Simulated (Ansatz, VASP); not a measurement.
# CaO in VASP and in Ansatz

The input INCAR:

```
SYSTEM = CaO
  PREC = Accurate
  ENCUT = 520
  EDIFF = 1E-6
  ISMEAR = -1
  SIGMA = 0.02
  LREAL = .False.
  LASPH = .True.
  NELM = 80
  ALGO = Normal
  ISIF = 2
  LWAVE = .False.
  LCHARG = .False.
  GGA = PE
  NBANDS = 24
```

KPOINTS

```
regular mesh
0
Gamma
  12 12 4
  0 0 0
```

File POSCAR:

```
CaO
1.0
    3.4022710634      0.0000000000      0.0000000000
   -1.7011355317      2.9464531715      0.0000000000
    0.0000000000      0.0000000000      5.7912799519
Ca O
2 2
Direct
    0.0000000000      0.0000000000      0.0000000000
    0.0000000000      0.0000000000      0.5000000000
    0.3333333333      0.6666666667      0.2500000000
    0.6666666667      0.3333333333      0.7500000000
```

Input for Ansatz:

```yaml
crystal:
  lattice:
    - [3.4022710634, 0.0, 0.0]
    - [-1.7011355317, 2.9464531715, 0.0]
    - [0.0, 0.0, 5.7912799519]
  atoms:
    - { symbol: Ca, position: [0.0, 0.0, 0.0] }
    - { symbol: Ca, position: [0.0, 0.0, 0.5] }
    - { symbol: O, position: [0.3333333333, 0.6666666667, 0.25] }
    - { symbol: O, position: [0.6666666667, 0.3333333333, 0.75] }
kpoints:
  mp_grid: { grid: [12, 12, 4] }
  band_path:
    path:
      - [0.0, 0.0, 0.0]
      - [0.5, 0.0, 0.0]
      - [0.3333333333, 0.3333333333, 0.0]
      - [0.0, 0.0, 0.5]
      - [0.5, 0.0, 0.5]
      - [0.3333333333, 0.3333333333, 0.5]
    npoints: 1
hamiltonian:
  xc: pbe
scf:
  occupations: { method: fermi_dirac, width: 0.02 }
  n_extra_bands: 5
output:
  forces: true
  stress: true
  eigenvalues: true
```

Change from the starting cell: epitaxial_xy strain +2.5%.

Alike in both runs: task single point; functional PBE; k mesh 12 × 12 × 4; occupations fermi-dirac, width 0.02 eV; no spin polarisation.

|  | VASP | Ansatz |
| --- | --- | --- |
| version | VASP 6.6.1 | Ansatz 0.2.0 |
| potentials or method | VASP PAW PBE potentials, release 64 (Ca_sv, O) | plane waves, PAW |
| plane-wave cutoff (eV) | 520 | 420 |
| valence electrons in the cell | 32 | 32 |

Ansatz gave:

| Property | Result |
| --- | --- |
| gap on the k mesh at the Fermi level (eV) | 3.90 |
| pressure (GPa) | -1.8 |
| traceless stress, the component that is largest in VASP (GPa) | 4.69 |

**Question.** Which values does VASP return?

**Answer.** gap on the k mesh at the Fermi level (eV): 3.88; pressure (GPa): -1.3; traceless stress, the component that is largest in VASP (GPa): 4.78.
